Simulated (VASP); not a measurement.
# BeZn2TeS2 (P-4m2) in VASP: further runs

The runs below take BeZn2TeS2 through relaxation of cell and atoms, with PBE.

Program: VASP 6.6.1. These are calculated values, not measurements. Logs are shortened: lines on timing, memory, paths and dates and some standing lists are left out, and cuts for length are marked.

## (1) The cell of the first run

Symmetry: P-4m2, No. 115, tetragonal system. The conventional cell has a = 4.205 Å, b = 4.205 Å, c = 7.122 Å, α = 90.00°, β = 90.00°, γ = 90.00°. Be (site symmetry -4m2) has 4 S at 2.42 Å and 4 Te at 2.97 Å and 4 Zn at 3.09 Å within 3.2 Å. Zn (site symmetry 2mm) has 2 Be at 3.09 Å and 2 Te at 3.09 Å and 6 S at 3.16 to 3.66 Å and 4 Zn at 3.94 Å within 4.1 Å. Te (site symmetry -4m2) has 4 S at 2.42 Å and 4 Be at 2.97 Å and 4 Zn at 3.09 Å within 3.2 Å. S (site symmetry 2mm) has 2 Be at 2.42 Å and 2 Te at 2.42 Å and 4 Zn at 3.16 Å within 3.2 Å.

## (2) Relaxation of cell and atoms, PBE

Input file INCAR:

```
SYSTEM = BeZn2TeS2
  PREC = Accurate
  ENCUT = 600
  EDIFF = 1E-6
  ISMEAR = 0
  SIGMA = 0.1
  LREAL = .False.
  LASPH = .True.
  NELM = 100
  ALGO = Normal
  ISIF = 3
  LWAVE = .False.
  LCHARG = .False.
  GGA = PE
  IBRION = 2
  NSW = 90
  EDIFFG = -0.04
```

Input file KPOINTS:

```
Automatic mesh
0
Gamma
  4 4 4
  0 0 0
```

Input file POSCAR:

```
BeZn2TeS2
1.0
    4.2050575900      0.0000000000      0.0000000000
    0.0000000000      4.2050575900      0.0000000000
    0.0000000000      0.0000000000      7.1224407800
Be Zn Te S
1 2 1 2
Direct
    0.5000000000      0.5000000000      0.0000000000
    0.5000000000      0.0000000000      0.3183099900
    0.0000000000      0.5000000000      0.6816900100
    0.0000000000      0.0000000000      0.0000000000
    0.5000000000      0.0000000000      0.8327630200
    0.0000000000      0.5000000000      0.1672369800
```

Potentials or basis: VASP PAW PBE potentials, release 64 (Be, Zn, Te, S).

Started as:

```console
> cat potpaw_PBE.64/Be/POTCAR potpaw_PBE.64/Zn/POTCAR potpaw_PBE.64/Te/POTCAR potpaw_PBE.64/S/POTCAR > POTCAR
> mpirun -np 1 vasp_std > vasp.out
```

OUTCAR:

```text
SYSTEM = BeZn2TeS2
   PREC = Accurate
   ENCUT = 600
   EDIFF = 1E-6
   ISMEAR = 0
   LREAL = .False.
   LASPH = .True.
   NELM = 100
   ISIF = 3
   GGA = PE
   IBRION = 2
   NSW = 90
   EDIFFG = -0.04

 ion  position               nearest neighbor table
   1  0.500  0.500  0.000-   5 2.42   6 2.42   5 2.42   6 2.42   4 2.97   4 2.97   4 2.97   4 2.97

   2  0.500  0.000  0.318-   4 3.09   4 3.09
   3  0.000  0.500  0.682-   4 3.09   4 3.09
   4  0.000  0.000  0.000-   5 2.42   6 2.42   6 2.42   5 2.42   1 2.97   1 2.97   1 2.97   1 2.97
                             2 3.09   2 3.09   3 3.09   3 3.09
   5  0.500  0.000  0.833-   1 2.42   4 2.42   1 2.42   4 2.42
   6  0.000  0.500  0.167-   1 2.42   4 2.42   4 2.42   1 2.42

  LATTYP: Found a simple tetragonal cell.
 ALAT       =     4.2050575900
 C/A-ratio  =     1.6937796041

  Lattice vectors:

 A1 = (   4.2050575900,   0.0000000000,   0.0000000000)
 A2 = (   0.0000000000,   4.2050575900,   0.0000000000)
 A3 = (   0.0000000000,   0.0000000000,   7.1224407800)

Analysis of symmetry for initial positions (statically):
=====================================================================
 Subroutine PRICEL returns:
 Original cell was already a primitive cell.

 Routine SETGRP: Setting up the symmetry group for a
 simple tetragonal supercell.

 Subroutine GETGRP returns: Found  8 space group operations
 (whereof  8 operations were pure point group operations)
 out of a pool of 16 trial point group operations.

The static configuration has the point symmetry D_2d.

Analysis of symmetry for dynamics (positions and initial velocities):
=====================================================================
 Subroutine PRICEL returns:
 Original cell was already a primitive cell.

 Routine SETGRP: Setting up the symmetry group for a
 simple tetragonal supercell.

 Subroutine GETGRP returns: Found  8 space group operations
 (whereof  8 operations were pure point group operations)
 out of a pool of 16 trial point group operations.

The dynamic configuration has the point symmetry D_2d.

 Subroutine INISYM returns: Found  8 space group operations
 (whereof  8 operations are pure point group operations),
 and found     1 'primitive' translations

----------------------------------------------------------------------------------------

                                     Primitive cell

  volume of cell :     125.9426

  direct lattice vectors                    reciprocal lattice vectors
     4.205057590  0.000000000  0.000000000     0.237808871  0.000000000  0.000000000
     0.000000000  4.205057590  0.000000000     0.000000000  0.237808871  0.000000000
     0.000000000  0.000000000  7.122440780     0.000000000  0.000000000  0.140401308

  length of vectors
     4.205057590  4.205057590  7.122440780     0.237808871  0.237808871  0.140401308

  position of ions in fractional coordinates (direct lattice)
     0.500000000  0.500000000  0.000000000
     0.500000000  0.000000000  0.318309990
     0.000000000  0.500000000  0.681690010
     0.000000000  0.000000000  0.000000000
     0.500000000  0.000000000  0.832763020
     0.000000000  0.500000000  0.167236980

  ion indices of the primitive-cell ions
   primitive index   ion index
                 1           1
                 2           2
                 3           3
                 4           4
                 5           5
                 6           6

----------------------------------------------------------------------------------------

 KPOINTS: Automatic mesh

Automatic generation of k-mesh.
 Grid dimensions read from file:
 generate k-points for:    4    4    4

 Generating k-lattice:

  Cartesian coordinates                     Fractional coordinates (reciprocal lattice)
     0.059452218  0.000000000  0.000000000     0.250000000  0.000000000  0.000000000
     0.000000000  0.059452218  0.000000000     0.000000000  0.250000000  0.000000000
     0.000000000  0.000000000  0.035100327     0.000000000  0.000000000  0.250000000

  Length of vectors
     0.059452218  0.059452218  0.035100327

  Shift w.r.t. Gamma in fractional coordinates (k-lattice)
     0.000000000  0.000000000  0.000000000

 Subroutine IBZKPT returns following result:
 ===========================================

 Found     18 irreducible k-points:

 Following reciprocal coordinates:
            Coordinates               Weight
  0.000000  0.000000  0.000000      1.000000
  0.250000  0.000000  0.000000      4.000000
  0.500000  0.000000  0.000000      2.000000
  0.250000  0.250000  0.000000      4.000000
  0.500000  0.250000  0.000000      4.000000
  0.500000  0.500000  0.000000      1.000000
[... 10 lines left out ...]
  0.500000  0.250000  0.500000      4.000000
  0.500000  0.500000  0.500000      1.000000
   k-points           NKPTS =     18   k-points in BZ     NKDIM =     18   number of bands    NBANDS=     26
   number of dos      NEDOS =    301   number of ions     NIONS =      6
   total plane-waves  NPLWV =  77760
   dimension x,y,z NGX =    36 NGY =   36 NGZ =   60
   dimension x,y,z NGXF=    72 NGYF=   72 NGZF=  120
   ions per type =               1   2   1   2
   NGX,Y,Z   is equivalent  to a cutoff of  14.23, 14.23, 14.00 a.u.
   NGXF,Y,Z  is equivalent  to a cutoff of  28.47, 28.47, 28.01 a.u.
 SYSTEM =  BeZn2TeS2
   PREC   = accura    normal or accurate (medium, high low for compatibility)
   ISTART =      0    job   : 0-new  1-cont  2-samecut
   ICHARG =      2    charge: 1-file 2-atom 10-const
   ISPIN  =      1    spin polarized calculation?
   LNONCOLLINEAR =      F non collinear calculations
   LSORBIT =      F    spin-orbit coupling
   LASPH  =      T    aspherical Exc in radial PAW
   ENCUT  =  600.0 eV  44.10 Ry    6.64 a.u.   8.40  8.40 14.23*2*pi/ulx,y,z
   NELM   =    100;   NELMIN=  2; NELMDL= -5     # of ELM steps
   EDIFF  = 0.1E-05   stopping-criterion for ELM
   LREAL  =      F    real-space projection
   EDIFFG = -.4E-01   stopping-criterion for IOM
   NSW    =     90    number of steps for IOM
   IBRION =      2    ionic relax: 0-MD 1-quasi-New 2-CG
   NFREE  =      1    steps in history (QN), initial steepest desc. (CG)
   ISIF   =      3    stress and relaxation
   ISYM   =      2    0-nonsym 1-usesym 2-fastsym
   POTIM  = 0.5000    time-step for ionic-motion
   TEBEG  =    0.0;   TEEND  =   0.0 temperature during run
   PSTRESS=    0.0 pullay stress
   NELECT =      44.0000    total number of electrons
   NUPDOWN=      -1.0000    fix difference up-down
   EMIN   =  10.00;   EMAX   =-10.00  energy-range for DOS
   EFERMI =   0.00;   METHOD = LEGACY
   ISMEAR =     0;   SIGMA  =   0.10  broadening in eV -4-tet -1-fermi 0-gaus
   EFERMI_NEDOS =   21; number of points for ismear=-14 and -15
   IALGO  =     38    algorithm
   IMIX   =      4    mixing-type and parameters
     AMIX     =   0.40;   BMIX     =  1.00
     AMIX_MAG =   1.60;   BMIX_MAG =  1.00
  volume/ion in A,a.u.               =      20.99       141.65
  Fermi-wavevector in a.u.,A,eV,Ry     =   1.153015  2.178882 18.088166  1.329443
  Thomas-Fermi vector in A             =   2.289662
   LORBIT       =      0    0 simple, 1 ext, 2 COOP (PROOUT), +10 PAW based schemes
   GGA     = PE    functional components
   LHFCALC =     F    Hartree Fock is set to
   AEXX    =    0.0000 exact exchange contribution
   IVDW    =     0    specifies the selected vdW correction
   LEPSILON=     F    determine dielectric tensor
   LRPA    =     F    only Hartree local field effects (RPA)
 conjugate gradient relaxation of ions
 non-spin polarized calculation
 Gauss-broadening in eV      SIGMA  =   0.10
  energy-cutoff  :      600.00
  volume of cell :      125.94
 maximum number of plane-waves:      4225
 NGX is ok and might be reduce to    36
   NGX = 17   NGY = 17   NGZ = 29

--------------------------------------- Ionic step        1  -------------------------------------------

 number of electron      44.0000022 magnetization

 Free energy of the ion-electron system (eV)
  ---------------------------------------------------
  ext. energy  EPLUGINS =         0.00000000
  ---------------------------------------------------
  free energy    TOTEN  =       -12.46896746 eV

  energy without entropy =      -12.45175078  energy(sigma->0) =      -12.46035912

------------------------ aborting loop because EDIFF is reached ----------------------------------------

  FORCE on cell =-STRESS in cart. coord.  units (eV):
  Direction    XX          YY          ZZ          XY          YZ          ZX
  --------------------------------------------------------------------------------------
  -------------------------------------------------------------------------------------
  Total       12.0179380     12.0179380      2.5833931      0.0000000      0.0000000      0.0000000
  in kB      152.8860282    152.8860282     32.8645982      0.0000000      0.0000000      0.0000000
  external PRESSURE =     112.8788849 kB  Pullay stress =       0.0000000 kB
[... 101 lines left out ...]
  FREE ENERGIE OF THE ION-ELECTRON SYSTEM (eV)
  ---------------------------------------------------
  free  energy   TOTEN  =       -13.5287483411 eV

  energy  without entropy=      -13.5197409805  energy(sigma->0) =      -13.52424466

[... ionic steps 4 to 16 ...]

--------------------------------------- Ionic step       17  -------------------------------------------

 number of electron      44.0000057 magnetization

------------------------ aborting loop because EDIFF is reached ----------------------------------------

  FORCE on cell =-STRESS in cart. coord.  units (eV):
  Direction    XX          YY          ZZ          XY          YZ          ZX
  --------------------------------------------------------------------------------------
  -------------------------------------------------------------------------------------
  Total       -0.1826075     -0.1826075      0.0929300      0.0000000     -0.0000000      0.0000000
  in kB       -1.8815143     -1.8815143      0.9575132      0.0000000     -0.0000000      0.0000000
  external PRESSURE =      -0.9351718 kB  Pullay stress =       0.0000000 kB
[... 65 lines left out ...]
  energy  without entropy=      -13.9993888639  energy(sigma->0) =      -14.00495728

--------------------------------------- Ionic step       19  -------------------------------------------

 number of electron      44.0000063 magnetization

 Free energy of the ion-electron system (eV)
  ---------------------------------------------------
  ext. energy  EPLUGINS =         0.00000000
  ---------------------------------------------------
  free energy    TOTEN  =       -14.01202369 eV

  energy without entropy =      -14.00089699  energy(sigma->0) =      -14.00646034

 E-fermi :   3.0258     XC(G=0):  -8.6318

 val. band max:        2.9871284144   @ k =   0.5000   0.0000   0.2500
 cond. band min:       3.0444104231   @ k =   0.5000   0.5000   0.0000
 fundamental gap:      0.0572820087
 Fermi energy:         3.0257781687

 k-point     1 :       0.0000    0.0000    0.0000
  band No.  band energies     occupation
      1     -12.6970      2.00000
      2     -10.4374      2.00000
      3      -6.4090      2.00000
      4      -4.1916      2.00000
      5      -4.1916      2.00000
      6      -3.4678      2.00000
[... 544 lines left out ...]
  FREE ENERGIE OF THE ION-ELECTRON SYSTEM (eV)
  ---------------------------------------------------
  free  energy   TOTEN  =       -14.0120236876 eV

  energy  without entropy=      -14.0008969918  energy(sigma->0) =      -14.00646034

 reached required accuracy - stopping structural energy minimisation
```

Run time: 9.1 min. Hardware: 1 thread of Intel Xeon Platinum 8488C (Sapphire Rapids), shared host; peak memory 0.33 GiB.

Results:

```
Free energy                            : -14.0120 eV
Relaxed volume                         : 25.83 Å³/atom
Relaxed cell                           : a = 4.825 Å, b = 4.825 Å, c = 6.657 Å, α = 90.00°, β = 90.00°, γ = 90.00°
Space group after relaxing (to 0.05 Å) : P-4m2 (No. 115)
Energy gained by relaxing              : 257.2 meV/atom
Ionic steps                            : 19
Pressure after relaxing                : 0.1 GPa
Largest force after relaxing           : 0.029 eV/Å
Band gap on the k mesh                 : zero (band 22 reaches 3.06 eV, above the bottom of band 23 at 2.94 eV)
```

Forces on the atoms (eV/Å):
```
Be   0.000  0.000  0.000
Zn   0.000  0.000  0.014
Zn   0.000  0.000 -0.014
Te   0.000  0.000  0.000
S    0.000  0.000  0.029
S    0.000  0.000 -0.029
```

Step by step:
```
step  energy change (eV)  largest force (eV/Å)  pressure (GPa)  volume (Å³)
   1              0.0000                0.6954           11.29       125.94
   2             -1.0595                0.9465           -0.76       154.60
   3             -1.0598                0.9325           -0.67       154.19
   4             -1.2052                0.6584           -0.56       154.05
   5             -1.3163                0.3058           -0.38       153.39
   6             -1.3333                0.3178            0.16       151.51
   7             -1.3423                0.3339            0.92       149.02
   8             -1.3516                0.3209            0.87       149.19
   9             -1.3774                0.2827            0.74       149.69
  10             -1.4193                0.2139            0.54       150.69
  11             -1.4707                0.1079            0.35       152.68
  12             -1.4923                0.0490            0.46       156.66
  13             -1.5010                0.2723           -0.99       162.31
  14             -1.5075                0.1909           -0.46       160.07
  15             -1.5296                0.1349           -0.30       158.19
  16             -1.5418                0.0517           -0.06       154.94
  17             -1.5423                0.0615           -0.09       155.50
  18             -1.5416                0.0171            0.43       154.35
  19             -1.5431                0.0288            0.08       155.01
```

Final structure:
```
Be Zn Te S
1.0
     4.82548    0.00000    0.00000
     0.00000    4.82548    0.00000
     0.00000    0.00000    6.65698
Be Zn Te S
1 2 1 2
Direct
  0.50000 0.50000 0.00000
  0.50000 0.00000 0.43403
  0.00000 0.50000 0.56597
  0.00000 0.00000 0.00000
  0.50000 0.00000 0.87985
  0.00000 0.50000 0.12015
```

Levels at points of the mesh, in eV from the Fermi level:
```tsv
k point	band 20	band 21	band 22	band 23	band 24	band 25
(0.00, 0.00, 0.00)	-3.06	-1.72	0.03	0.23	2.25	2.25
(0.50, 0.00, 0.00)	-2.18	-1.96	0.02	0.21	0.64	1.77
(0.50, 0.50, 0.00)	-2.19	-0.55	0.02	0.47	0.47	0.55
(0.00, 0.00, 0.50)	-2.02	-1.23	-1.14	0.48	1.46	1.49
(0.50, 0.00, 0.50)	-1.65	-1.27	-0.09	0.14	0.90	1.40
(0.50, 0.50, 0.50)	-0.97	-0.41	-0.39	0.06	0.06	0.56
```

Caveat: the k points lie up to 0.33 Å⁻¹ apart in the final cell; the volume moved by over 15 % at a fixed basis, so the end points are rough; spin-orbit coupling is left out, which moves the levels of the heavy elements.

## (3) Relaxation of cell and atoms, PBE

This run uses another cell than the first one, of 27.14 Å³/atom, 1.293 times its volume.

Input file INCAR:

```
PREC = Accurate ; ENCUT = 600
EDIFF = 1E-6 ; ISMEAR = 0
SIGMA = 0.1 ; LREAL = False
LASPH = True ; NELM = 100
ALGO = Normal ; ISIF = 3
LWAVE = False ; LCHARG = False
GGA = PE ; IBRION = 2
NSW = 100 ; EDIFFG = -0.01
LUSENCCL = False
```

Input file KPOINTS:

```
Automatic mesh
0
Gamma
  8 8 6
```

Input file POSCAR:

```
BeZn2TeS2
1.0
    4.9023216592      0.0000000000      0.0000000000
    0.0000000000      4.9023216592      0.0000000000
    0.0000000000      0.0000000000      6.7756331101
Be Zn Te S
1 2 1 2
Direct
    0.5000000000      0.5000000000      0.0000000000
    0.5000000000      0.0000000000      0.4654531112
    0.0000000000      0.5000000000      0.5345468888
    0.0000000000      0.0000000000      0.0000000000
    0.5000000000      0.0000000000      0.9017608361
    0.0000000000      0.5000000000      0.0982391639
```

Potentials or basis: VASP PAW PBE potentials, release 64 (Be, Zn, Te, S).

Started as:

```console
> cat potpaw_PBE.64/Be/POTCAR potpaw_PBE.64/Zn/POTCAR potpaw_PBE.64/Te/POTCAR potpaw_PBE.64/S/POTCAR > POTCAR
> mpirun -np 1 vasp_std > vasp.out
```

It used 310 s of CPU time on 1 × NVIDIA H100 80GB with 1 thread of AMD EPYC 7R13 Processor (Zen 3), on a shared host.

Results (log left out):

| Quantity | Value |
| --- | --- |
| Free energy | -14.3099 eV |
| Relaxed volume | 27.12 Å³/atom |
| Relaxed cell | a = 4.885 Å, b = 4.885 Å, c = 6.818 Å, α = 90.00°, β = 90.00°, γ = 90.00° |
| Space group after relaxing (to 0.05 Å) | P-4m2 (No. 115) |
| Energy gained by relaxing | 2.1 meV/atom |
| Ionic steps | 7 |
| Pressure after relaxing | 0.0 GPa |
| Largest force after relaxing | 0.003 eV/Å |
| Band gap on the k mesh | zero (band 22 reaches 2.54 eV, above the bottom of band 23 at 2.53 eV) |

Forces in eV/Å, atoms in the order of the input:
```
Be   0.000  0.000  0.000
Zn   0.000  0.000  0.003
Zn   0.000  0.000 -0.003
Te   0.000  0.000  0.000
S    0.000  0.000 -0.002
S    0.000  0.000  0.002
```

Stress tensor (GPa, compression positive):
```
-0.02  0.00  0.00
 0.00 -0.02  0.00
 0.00  0.00  0.06
```

Step by step:
| step | energy change (eV) | largest force (eV/Å) | pressure (GPa) | volume (Å³) |
| --- | --- | --- | --- | --- |
| 1 | 0.0000 | 0.1790 | -0.53 | 162.84 |
| 2 | -0.0072 | 0.1041 | 0.08 | 160.74 |
| 3 | -0.0072 | 0.0984 | 0.12 | 160.59 |
| 4 | -0.0085 | 0.0849 | 0.10 | 160.86 |
| 5 | -0.0112 | 0.0449 | 0.05 | 161.70 |
| 6 | -0.0119 | 0.0301 | -0.03 | 163.37 |
| 7 | -0.0124 | 0.0032 | 0.01 | 162.73 |

Final structure:
```
Be Zn Te S
1.0
     4.88549    0.00000    0.00000
     0.00000    4.88549    0.00000
     0.00000    0.00000    6.81800
Be Zn Te S
1 2 1 2
Direct
  0.50000 0.50000 0.00000
  0.50000 0.00000 0.46366
  0.00000 0.50000 0.53634
  0.00000 0.00000 0.00000
  0.50000 0.00000 0.90964
  0.00000 0.50000 0.09036
```

Levels at points of the mesh, in eV from the Fermi level:
```tsv
k point	band 18	band 19	band 20	band 21	band 22	band 23	band 24	band 25	band 26
(0.00, 0.00, 0.00)	-3.89	-3.89	-2.88	-0.97	-0.04	0.33	2.53	2.53	2.91
(0.50, 0.00, 0.00)	-3.75	-3.15	-2.20	-1.92	0.00	0.11	0.93	2.64	3.65
(0.50, 0.50, 0.00)	-3.06	-1.88	-1.88	-0.44	-0.14	0.26	0.26	0.55	0.65
(0.00, 0.00, 0.50)	-3.89	-3.39	-2.29	-0.84	-0.64	0.53	1.84	1.84	2.04
(0.50, 0.00, 0.50)	-3.82	-2.70	-1.55	-1.36	-0.03	-0.02	1.11	2.25	2.33
(0.50, 0.50, 0.50)	-3.16	-0.95	-0.95	-0.76	-0.12	0.13	0.13	0.38	1.71
```

Caveat: spin-orbit coupling is left out, which moves the levels of the heavy elements.
